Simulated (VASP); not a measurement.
# V (Im-3m) in VASP: further runs, part 2 of 2

VASP 6.6.1. The steps go on from the part before.

## 5. Single point, r2SCAN, collinear spin, ferromagnetic start

POSCAR

```
V
1.0
   -1.5130000000      1.5130000000      1.5130000000
    1.5130000000     -1.5130000000      1.5130000000
    1.5130000000      1.5130000000     -1.5130000000
V
1
Direct
    0.0000000000      0.0000000000      0.0000000000
```

INCAR.step1

```
ALGO = Normal ; EDIFF = 1E-4
ENCUT = 520 ; GGA = PE
ISMEAR = -1 ; ISPIN = 2
LASPH = T ; LCHARG = F
LMAXMIX = 4 ; LREAL = F
LWAVE = T ; MAGMOM = 1.44
NBANDS = 16 ; NELM = 150
NUPDOWN = 1.44 ; PREC = Accurate
SIGMA = 0.1
```

INCAR.step2

```
ALGO = Normal ; EDIFF = 1E-7
ENCUT = 520 ; ISIF = 2
ISMEAR = -1 ; ISPIN = 2
ISTART = 1 ; LASPH = T
LCHARG = F ; LMAXMIX = 4
LMIXTAU = T ; LORBIT = 11
LREAL = F ; LWAVE = F
MAGMOM = 1.44 ; METAGGA = R2SCAN
NBANDS = 16 ; NELM = 150
NUPDOWN = 1.44 ; PREC = Accurate
SIGMA = 0.1
```

KPOINTS

```
k-points
0
Gamma
  12 12 12
```

Potentials or basis: VASP PAW PBE potentials, release 64 (V_sv).

Run with:

```
$ cat potpaw_PBE.64/V_sv/POTCAR > POTCAR
$ cp INCAR.step1 INCAR
$ mpirun -np 1 vasp_std > vasp.out
$ cp INCAR.step2 INCAR
$ mpirun -np 1 vasp_std > vasp.out
```

OUTCAR:

```text
EDIFF = 1E-7
   ENCUT = 520
   ISIF = 2
   ISMEAR = -1
   ISPIN = 2
   ISTART = 1
   LASPH = T
   LORBIT = 11
   LREAL = F
   METAGGA = R2SCAN
   NELM = 150
   NUPDOWN = 1.44
   PREC = Accurate

 ion  position               nearest neighbor table
   1  0.000  0.000  0.000-

  LATTYP: Found a body centered cubic cell.
 ALAT       =     3.0260000000

  Lattice vectors:

 A1 = (  -1.5130000000,   1.5130000000,   1.5130000000)
 A2 = (   1.5130000000,  -1.5130000000,   1.5130000000)
 A3 = (   1.5130000000,   1.5130000000,  -1.5130000000)

Analysis of symmetry for initial positions (statically):
=====================================================================
 Subroutine PRICEL returns:
 Original cell was already a primitive cell.

 Routine SETGRP: Setting up the symmetry group for a
 body centered cubic supercell.

 Subroutine GETGRP returns: Found 48 space group operations
[... 9 lines left out ...]

 Routine SETGRP: Setting up the symmetry group for a
 body centered cubic supercell.

 Subroutine GETGRP returns: Found 48 space group operations
 (whereof 48 operations were pure point group operations)
 out of a pool of 48 trial point group operations.

The dynamic configuration has the point symmetry O_h .

Analysis of structural, dynamic, and magnetic symmetry:
=====================================================================
 Subroutine PRICEL returns:
 Original cell was already a primitive cell.

 Routine SETGRP: Setting up the symmetry group for a
 body centered cubic supercell.

 Subroutine GETGRP returns: Found 48 space group operations
 (whereof 48 operations were pure point group operations)
 out of a pool of 48 trial point group operations.

The overall configuration has the point symmetry O_h .

 Subroutine INISYM returns: Found 48 space group operations
[... 5 lines left out ...]
                                     Primitive cell

  volume of cell :      13.8541

  direct lattice vectors                    reciprocal lattice vectors
    -1.513000000  1.513000000  1.513000000     0.000000000  0.330469266  0.330469266
     1.513000000 -1.513000000  1.513000000     0.330469266  0.000000000  0.330469266
     1.513000000  1.513000000 -1.513000000     0.330469266  0.330469266  0.000000000

  length of vectors
     2.620592872  2.620592872  2.620592872     0.467354118  0.467354118  0.467354118

  position of ions in fractional coordinates (direct lattice)
     0.000000000  0.000000000  0.000000000

  ion indices of the primitive-cell ions
   primitive index   ion index
                 1           1

----------------------------------------------------------------------------------------

 KPOINTS: k-points

Automatic generation of k-mesh.
 Grid dimensions read from file:
 generate k-points for:   12   12   12

 Generating k-lattice:

  Cartesian coordinates                     Fractional coordinates (reciprocal lattice)
     0.000000000  0.027539106  0.027539106     0.083333333  0.000000000  0.000000000
     0.027539106  0.000000000  0.027539106     0.000000000  0.083333333  0.000000000
     0.027539106  0.027539106  0.000000000     0.000000000  0.000000000  0.083333333

  Length of vectors
     0.038946177  0.038946177  0.038946177

  Shift w.r.t. Gamma in fractional coordinates (k-lattice)
     0.000000000  0.000000000  0.000000000

 Subroutine IBZKPT returns following result:
 ===========================================

 Found     72 irreducible k-points:

 Following reciprocal coordinates:
            Coordinates               Weight
  0.000000  0.000000  0.000000      1.000000
  0.083333  0.000000  0.000000     12.000000
  0.166667  0.000000  0.000000     12.000000
  0.250000  0.000000  0.000000     12.000000
  0.333333  0.000000  0.000000     12.000000
  0.416667  0.000000  0.000000     12.000000
[... 16 lines left out ...]
  0.333333  0.083333  0.083333     24.000000
  0.416667  0.083333  0.083333     12.000000
 [... further k-points ...]
   k-points           NKPTS =     72   k-points in BZ     NKDIM =     72   number of bands    NBANDS=     16
   number of dos      NEDOS =    301   number of ions     NIONS =      1
   total plane-waves  NPLWV =   8000
   dimension x,y,z NGX =    20 NGY =   20 NGZ =   20
   dimension x,y,z NGXF=    40 NGYF=   40 NGZF=   40
   ions per type =               1
   NGX,Y,Z   is equivalent  to a cutoff of  12.69, 12.69, 12.69 a.u.
   NGXF,Y,Z  is equivalent  to a cutoff of  25.38, 25.38, 25.38 a.u.
 SYSTEM =  unknown system
   PREC   = accura    normal or accurate (medium, high low for compatibility)
   ISTART =      1    job   : 0-new  1-cont  2-samecut
   ICHARG =      0    charge: 1-file 2-atom 10-const
   ISPIN  =      2    spin polarized calculation?
   LNONCOLLINEAR =      F non collinear calculations
   LSORBIT =      F    spin-orbit coupling
   LASPH  =      T    aspherical Exc in radial PAW
   ENCUT  =  520.0 eV  38.22 Ry    6.18 a.u.   4.87  4.87  4.87*2*pi/ulx,y,z
   NELM   =    150;   NELMIN=  2; NELMDL=  0     # of ELM steps
   EDIFF  = 0.1E-06   stopping-criterion for ELM
   LREAL  =      F    real-space projection
   EDIFFG = 0.1E-05   stopping-criterion for IOM
   NSW    =      0    number of steps for IOM
   IBRION =     -1    ionic relax: 0-MD 1-quasi-New 2-CG
   NFREE  =      0    steps in history (QN), initial steepest desc. (CG)
   ISIF   =      2    stress and relaxation
   ISYM   =      2    0-nonsym 1-usesym 2-fastsym
   POTIM  = 0.5000    time-step for ionic-motion
   TEBEG  =    0.0;   TEEND  =   0.0 temperature during run
   PSTRESS=    0.0 pullay stress
   NELECT =      13.0000    total number of electrons
   NUPDOWN=       1.4400    fix difference up-down
   EMIN   =  10.00;   EMAX   =-10.00  energy-range for DOS
   EFERMI =   0.00;   METHOD = LEGACY
   ISMEAR =    -1;   SIGMA  =   0.10  broadening in eV -4-tet -1-fermi 0-gaus
   EFERMI_NEDOS =   21; number of points for ismear=-14 and -15
   IALGO  =     38    algorithm
   IMIX   =      4    mixing-type and parameters
     AMIX     =   0.40;   BMIX     =  1.00
     AMIX_MAG =   1.60;   BMIX_MAG =  1.00
  volume/ion in A,a.u.               =      13.85        93.49
  Fermi-wavevector in a.u.,A,eV,Ry     =   1.602742  3.028744 34.950411  2.568783
  Thomas-Fermi vector in A             =   2.699515
   LORBIT       =     11    0 simple, 1 ext, 2 COOP (PROOUT), +10 PAW based schemes
   METAGGA = R2SCAN    functional components
   LHFCALC =     F    Hartree Fock is set to
   AEXX    =    0.0000 exact exchange contribution
   IVDW    =     0    specifies the selected vdW correction
   LEPSILON=     F    determine dielectric tensor
   LRPA    =     F    only Hartree local field effects (RPA)
 spin polarized calculation
  energy-cutoff  :      520.00
  volume of cell :       13.85
 maximum number of plane-waves:       384
   NGX =  9   NGY =  9   NGZ =  9

 number of electron      12.9999996 magnetization       1.4399999

 Free energy of the ion-electron system (eV)
  ---------------------------------------------------
  ext. energy  EPLUGINS =         0.00000000
  ---------------------------------------------------
  free energy    TOTEN  =       -13.88161305 eV

  energy without entropy =      -13.83126481  energy(sigma->0) =      -13.85643893

 E-fermi :   9.4976     XC(G=0): -13.8406

 val. band max:       10.4469262060   @ k =  -0.3333   0.4167   0.2500
 cond. band min:       9.4976005211   @ k =   0.4167   0.0000   0.0000
 fundamental gap:     -0.9493256849
 Fermi energy:        10.4794292834

 spin component 1

 k-point     1 :       0.0000    0.0000    0.0000
  band No.  band energies     occupation
      1     -57.5058      1.00000
      2     -29.7139      1.00000
      3     -29.7138      1.00000
      4     -29.7138      1.00000
      5       1.8917      1.00000
      6       8.9505      1.00000
[... 433 lines left out ...]
      3     -30.0289      1.00000
      4     -29.7736      1.00000
      5       5.9750      1.00000
      6       7.3310      1.00000
[... 8 lines left out ...]
     15      38.8902      0.00000
     16      39.2898      0.00000

 [... further k-points ...]

 spin component 2

 k-point     1 :       0.0000    0.0000    0.0000
  band No.  band energies     occupation
      1     -56.0651      1.00000
      2     -28.2740      1.00000
      3     -28.2740      1.00000
      4     -28.2740      1.00000
      5       2.8280      1.00000
      6      11.0469      0.00000
[... 433 lines left out ...]
      3     -28.5753      1.00000
      4     -28.3397      1.00000
      5       7.2839      1.00000
      6       9.2601      0.91485
[... 8 lines left out ...]
     15      40.1473      0.00000
     16      40.4877      0.00000

 [... further k-points ...]
[... 5 lines left out ...]
  --------------------------------------------------------------------------------------
  -------------------------------------------------------------------------------------
  Total        0.5239291      0.5239291      0.5239291     -0.0000000      0.0000000      0.0000000
  in kB       60.5907555     60.5907555     60.5907555     -0.0000000      0.0000000      0.0000000
  external PRESSURE =      60.5907555 kB  Pullay stress =       0.0000000 kB

 VOLUME and BASIS-vectors are now :
 -----------------------------------------------------------------------------
  energy-cutoff  :      520.00
  volume of cell :       13.85
      direct lattice vectors                 reciprocal lattice vectors
    -1.513000000  1.513000000  1.513000000     0.000000000  0.330469266  0.330469266
     1.513000000 -1.513000000  1.513000000     0.330469266  0.000000000  0.330469266
     1.513000000  1.513000000 -1.513000000     0.330469266  0.330469266  0.000000000

 POSITION                                       TOTAL-FORCE (eV/Angst)
 -----------------------------------------------------------------------------------
      0.00000      0.00000      0.00000         0.000000     -0.000000      0.000000
 -----------------------------------------------------------------------------------
    total drift:                                0.000000     -0.000000      0.000000

  FREE ENERGIE OF THE ION-ELECTRON SYSTEM (eV)
  ---------------------------------------------------
  free  energy   TOTEN  =       -13.8816130537 eV

  energy  without entropy=      -13.8312648075  energy(sigma->0) =      -13.85643893

 total charge

# of ion       s       p       d       tot
------------------------------------------
    1        2.330   6.236   3.014  11.580

 magnetization (x)

# of ion       s       p       d       tot
------------------------------------------
    1        0.015   0.075   1.143   1.233
```

It took 3.3 min on 1 thread of Intel Xeon 8259CL, shared host; peak memory 0.15 GiB.

What came out:

```
Free energy                                           : -13.8816 eV
Pressure                                              : 6.1 GPa
Net moment                                            : 1.44 μB per cell
Site moments                                          : V +1.23 μB
Valence electrons inside the program's atomic spheres : V 11.58
```

Caveat: the PAW data sets were made with another functional, which shifts forces and pressure a little; the total moment is fixed, so each spin has its own Fermi level.

## 6. Single point, r2SCAN, collinear spin, ferromagnetic start

POSCAR is that of step 5.

INCAR.step1

```
  PREC = Accurate
  ENCUT = 520
  ISMEAR = -1
  SIGMA = 0.1
  LREAL = False
  LASPH = True
  NELM = 150
  ISPIN = 2
  MAGMOM = 0.18
  NUPDOWN = 0.18
  LMAXMIX = 4
  NBANDS = 16
  GGA = PE
  ALGO = Normal
  EDIFF = 1E-4
  LWAVE = True
  LCHARG = False
```

INCAR.step2

```
  PREC = Accurate
  ENCUT = 520
  EDIFF = 1E-6
  ISMEAR = -1
  SIGMA = 0.1
  LREAL = False
  LASPH = True
  NELM = 150
  ALGO = Normal
  ISIF = 2
  LWAVE = False
  LCHARG = True
  ISPIN = 2
  MAGMOM = 0.18
  LORBIT = 11
  NUPDOWN = 0.18
  LMAXMIX = 4
  METAGGA = R2SCAN
  LMIXTAU = True
  LELF = True
  LVHAR = True
  NBANDS = 16
  ISTART = 1
```

KPOINTS

```
regular mesh
0
Gamma
  12 12 12
```

Potentials or basis: VASP PAW PBE potentials, release 64 (V_sv).

Run with:

```
$ cat potpaw_PBE.64/V_sv/POTCAR > POTCAR
$ cp INCAR.step1 INCAR
$ mpirun -np 1 vasp_std > vasp.out
$ cp INCAR.step2 INCAR
$ mpirun -np 1 vasp_std > vasp.out
```

Run time: 3.1 min. Hardware: 1 thread of Intel Xeon 8259CL, shared host; peak memory 0.15 GiB.

It converged, with:

```yaml
Free_energy: -14.1420 eV
Pressure: -6.6 GPa
Net_moment: 0.18 μB per cell
Site_moments: V +0.15 μB
Valence_electrons_inside_the_program's_atomic_spheres: V 11.57
```

Caveat: the PAW data sets were made with another functional, which shifts forces and pressure a little; the total moment is fixed, so each spin has its own Fermi level.

## 7. Summary

| fixed moment (μB) | pressure (GPa) | moment (μB) |
| --- | --- | --- |
| 0.36 | -6.2 | 0.36 |
| 0.72 | -4.2 | 0.72 |
| 1.08 | 0.0 | 1.08 |
| 1.44 | 6.1 | 1.44 |
| 0.18 | -6.6 | 0.18 |

Alike in all rows: task single point; level r2SCAN; potentials or basis VASP PAW PBE potentials, release 64 (V_sv); spin collinear, ferromagnetic start; cell as given; k mesh 12 × 12 × 12; cutoff (eV) 520; smearing fermi-dirac 0.1 eV.

Caveats: the PAW data sets were made with another functional, which shifts forces and pressure a little; the total moment is fixed, so each spin has its own Fermi level.

Total energies depend on the potentials used, so only differences within one code and one set of settings carry meaning.
